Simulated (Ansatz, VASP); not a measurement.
# Zn: VASP beside Ansatz

```
Zn
1.0
     0.00000    2.94534    2.94534
     2.94534    0.00000    2.94534
     2.94534    2.94534    0.00000
Zn
2
Direct
  0.12500 0.12500 0.12500
  0.87500 0.87500 0.87500
```

Alike in both runs: task single point; functional BLYP; k mesh 10 × 10 × 10; occupations fermi-dirac, width 0.1 eV; no spin polarisation.

```csv
,VASP,Ansatz
version,VASP 6.6.1,Ansatz 0.2.0
potentials or method,"VASP PAW PBE potentials, release 64 (Zn), cutoff 520 eV","plane waves (420 eV) with PAW, scalar-relativistic"
valence electrons in the cell,24,24
```

|  | VASP | Ansatz | Ansatz less VASP |
| --- | --- | --- | --- |
| pressure (GPa) | 1.8 | 1.7 | -0.13 |

VASP's potentials were made for PBE, not for BLYP.
